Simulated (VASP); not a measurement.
# B3P2 (P4/mbm) in VASP: further runs, part 2 of 2

VASP 6.6.1.

## (3) Single point, PBE

This run uses another cell than the first one, of 11.45 Å³/atom.

INCAR

```
PREC = Accurate
ENCUT = 520
EDIFF = 1E-6
ISMEAR = 0
SIGMA = 0.1
LREAL = F
LASPH = T
NELM = 80
ALGO = Normal
ISIF = 2
LWAVE = F
LCHARG = F
GGA = PE
NBANDS = 30
```

KPOINTS

```
regular mesh
0
Gamma
  6 6 12
```

POSCAR

```
B3P2
1.0
    5.9877408670      0.0000000000      0.0000000000
    0.0000000000      5.9877408670      0.0000000000
    0.0000000000      0.0000000000      3.1942730328
B P
6 4
Direct
    0.0000000000      0.0000000000      0.0000000000
    0.5000000000      0.5000000000      0.0000000000
    0.0956609808      0.5956609808      0.5000000000
    0.4043390192      0.0956609808      0.5000000000
    0.9043390192      0.4043390192      0.5000000000
    0.5956609808      0.9043390192      0.5000000000
    0.2197272734      0.7197272734      0.0000000000
    0.2802727266      0.2197272734      0.0000000000
    0.7802727266      0.2802727266      0.0000000000
    0.7197272734      0.7802727266      0.0000000000
```

Potentials or basis: VASP PAW PBE potentials, release 64 (B, P).

Launch:

```console
> cat potpaw_PBE.64/B/POTCAR potpaw_PBE.64/P/POTCAR > POTCAR
> mpirun -np 1 vasp_std > vasp.out
```

OUTCAR:

```text
PREC = Accurate
   ENCUT = 520
   EDIFF = 1E-6
   ISMEAR = 0
   LREAL = F
   LASPH = T
   NELM = 80
   ISIF = 2
   GGA = PE

 ion  position               nearest neighbor table
   1  0.000  0.000  0.000-   7 2.13   8 2.13   9 2.13  10 2.13
   2  0.500  0.500  0.000-   7 2.13   8 2.13   9 2.13  10 2.13
   3  0.096  0.596  0.500-   5 1.62   7 1.91   7 1.91
   4  0.404  0.096  0.500-   6 1.62   8 1.91   8 1.91
   5  0.904  0.404  0.500-   3 1.62   9 1.91   9 1.91
   6  0.596  0.904  0.500-   4 1.62  10 1.91  10 1.91
   7  0.220  0.720  0.000-   3 1.91   3 1.91   1 2.13   2 2.13
   8  0.280  0.220  0.000-   4 1.91   4 1.91   1 2.13   2 2.13
[... 1016 lines left out ...]

 VOLUME and BASIS-vectors are now :
 -----------------------------------------------------------------------------
  energy-cutoff  :      520.00
  volume of cell :      114.52
      direct lattice vectors                 reciprocal lattice vectors
     5.987740867  0.000000000  0.000000000     0.167007895  0.000000000  0.000000000
     0.000000000  5.987740867  0.000000000     0.000000000  0.167007895  0.000000000
     0.000000000  0.000000000  3.194273033     0.000000000  0.000000000  0.313060277

 POSITION                                       TOTAL-FORCE (eV/Angst)
 -----------------------------------------------------------------------------------
      0.00000      0.00000      0.00000         0.000000     -0.000000      0.000000
      2.99387      2.99387      0.00000         0.000000     -0.000000      0.000000
      0.57279      3.56666      1.59714         0.015825      0.015825      0.000000
      2.42108      0.57279      1.59714        -0.015825      0.015825      0.000000
      5.41495      2.42108      1.59714        -0.015825     -0.015825     -0.000000
      3.56666      5.41495      1.59714         0.015825     -0.015825     -0.000000
      1.31567      4.30954      0.00000        -0.001464     -0.001464      0.000000
      1.67820      1.31567      0.00000         0.001464     -0.001464      0.000000
      4.67207      1.67820      0.00000         0.001464      0.001464      0.000000
      4.30954      4.67207      0.00000        -0.001464      0.001464     -0.000000
 -----------------------------------------------------------------------------------
    total drift:                               -0.000000      0.000000     -0.000000

  FREE ENERGIE OF THE ION-ELECTRON SYSTEM (eV)
  ---------------------------------------------------
  free  energy   TOTEN  =       -55.0418762352 eV

  energy  without entropy=      -55.0284334170  energy(sigma->0) =      -55.03515483
```

stdout:

```text
POSCAR found type information on POSCAR B P
 POSCAR found :  2 types and      10 ions
 scaLAPACK will be used
 LDA part: xc-table for (Slater+PW92), standard interpolation
 POSCAR, INCAR and KPOINTS ok, starting setup
 FFT: planning ... GRIDC
 FFT: planning ... GRID_SOFT
 FFT: planning ... GRID
 WAVECAR not read
 entering main loop
```

It took 3.6 min on 1 thread of Intel Xeon 8259CL, shared host; peak memory 0.33 GiB.

Results:

| Property | Result |
| --- | --- |
| Free energy | -55.0419 eV |
| Pressure | -0.1 GPa |
| Largest force | 0.022 eV/Å |
| Band gap on the k mesh | zero (bands 19 and 20 overlap by 2.90 eV) |

Forces on the atoms (eV/Å):
```
B    0.000  0.000  0.000
B    0.000  0.000  0.000
B    0.016  0.016  0.000
B   -0.016  0.016  0.000
B   -0.016 -0.016  0.000
B    0.016 -0.016  0.000
P   -0.001 -0.001  0.000
P    0.001 -0.001  0.000
P    0.001  0.001  0.000
P   -0.001  0.001  0.000
```

## (4) Relaxation of cell and atoms, PBE

This run uses another cell than the first one, of 12.71 Å³/atom.

INCAR

```
SYSTEM = B3P2
PREC = Accurate
ENCUT = 600
EDIFF = 1E-7
ISMEAR = 0
SIGMA = 0.1
LREAL = .False.
LASPH = .True.
NELM = 80
ALGO = Normal
ISIF = 3
LWAVE = .False.
LCHARG = .False.
GGA = PE
IBRION = 2
NSW = 90
EDIFFG = -0.04
```

KPOINTS

```
regular mesh
0
Gamma
  4 4 6
  0 0 0
```

POSCAR

```
B3P2
1.0
    6.3242276401      0.0000000000      0.0000000000
    0.0000000000      6.3242276401      0.0000000000
    0.0000000000      0.0000000000      3.1771735538
B P
6 4
Direct
    0.0000000000      0.0000000000      0.0000000000
    0.5000000000      0.5000000000      0.0000000000
    0.1800000000      0.6800000000      0.5000000000
    0.3200000000      0.1800000000      0.5000000000
    0.8200000000      0.3200000000      0.5000000000
    0.6800000000      0.8200000000      0.5000000000
    0.3800000000      0.8800000000      0.0000000000
    0.1200000000      0.3800000000      0.0000000000
    0.6200000000      0.1200000000      0.0000000000
    0.8800000000      0.6200000000      0.0000000000
```

Launch:

```console
> cat potpaw_PBE.64/B/POTCAR potpaw_PBE.64/P/POTCAR > POTCAR
> mpirun -np 1 vasp_std > vasp.out
```

It took 55 min on 1 thread of Intel Xeon 8259CL, shared host; peak memory 0.33 GiB.

The run converged. Its results:

```
Free energy                           : -55.0315 eV
Relaxed volume                        : 11.43 Å³/atom
Relaxed cell                          : a = 5.987 Å, b = 5.987 Å, c = 3.188 Å, α = 90.00°, β = 90.00°, γ = 90.00°
Space group after relaxing (to 0.1 Å) : P4/mbm (No. 127)
Pressure after relaxing               : 0.1 GPa
Largest force after relaxing          : 0.008 eV/Å
Band gap on the k mesh                : zero (bands 19 and 20 overlap by 2.77 eV)
```

Forces in eV/Å, atoms in the order of the input:
```
B    0.000  0.000  0.000
B    0.000  0.000  0.000
B    0.006  0.006  0.000
B   -0.006  0.006  0.000
B   -0.006 -0.006  0.000
B    0.006 -0.006  0.000
P   -0.001 -0.001  0.000
P    0.001 -0.001  0.000
P    0.001  0.001  0.000
P   -0.001  0.001  0.000
```

Stress tensor (GPa, compression positive):
```
-0.06  0.00  0.00
 0.00 -0.06  0.00
 0.00  0.00  0.50
```

Final structure:
```yaml
crystal:
  lattice:
    - [5.98711, 0.00000, 0.00000]
    - [0.00000, 5.98711, 0.00000]
    - [0.00000, 0.00000, 3.18836]
  atoms:
    - { symbol: B, position: [0.00000, 0.00000, 0.00000] }
    - { symbol: B, position: [0.50000, 0.50000, 0.00000] }
    - { symbol: B, position: [0.09536, 0.59536, 0.50000] }
    - { symbol: B, position: [0.40464, 0.09536, 0.50000] }
    - { symbol: B, position: [0.90464, 0.40464, 0.50000] }
    - { symbol: B, position: [0.59536, 0.90464, 0.50000] }
    - { symbol: P, position: [0.22021, 0.72021, 0.00000] }
    - { symbol: P, position: [0.27979, 0.22021, 0.00000] }
    - { symbol: P, position: [0.77979, 0.27979, 0.00000] }
    - { symbol: P, position: [0.72021, 0.77979, 0.00000] }
```

Levels at points of the mesh, in eV from the Fermi level:
```tsv
k point	band 16	band 17	band 18	band 19	band 20	band 21	band 22	band 23	band 24	band 25
(0.00, 0.00, 0.00)	-1.67	-0.29	0.18	1.06	1.06	1.34	1.95	2.47	2.81	2.81
(0.50, 0.00, 0.00)	-1.59	-0.38	-0.38	0.49	0.49	2.07	2.07	2.64	2.64	3.00
(0.50, 0.50, 0.00)	-2.11	-1.09	-1.09	0.54	0.54	2.98	2.98	3.16	3.16	3.90
(0.00, 0.00, 0.50)	-3.27	-1.53	-1.53	-0.74	-0.74	1.10	2.02	2.30	3.61	3.61
(0.50, 0.00, 0.50)	-2.04	-1.65	-1.65	-1.23	-1.23	0.16	0.16	2.07	2.07	3.61
(0.50, 0.50, 0.50)	-3.40	-1.94	-1.94	-1.71	-1.71	1.21	1.21	1.81	1.81	2.97
```

## (5) Summary

```tsv
task	cell	k mesh	cutoff (eV)	gap on the mesh (eV)	pressure (GPa)	largest force (eV/Å)
single point	a = 5.996, b = 5.996, c = 3.192 Å, 10 atoms, atomic positions A	4 × 4 × 6	520	none	-0.3	0.06
single point	a = 5.988, b = 5.988, c = 3.194 Å, 10 atoms, atomic positions B	6 × 6 × 12	520	none	-0.1	0.02
relaxation of cell and atoms	relaxed from a = 6.324, b = 6.324, c = 3.177 Å, 10 atoms, atomic positions C	4 × 4 × 6	600	none	0.1	0.01
```

Alike in all rows: level PBE; potentials or basis VASP PAW PBE potentials, release 64 (B, P); no spin polarisation; smearing gaussian 0.1 eV.

Total energies depend on the potentials used, so only differences within one code and one set of settings carry meaning.
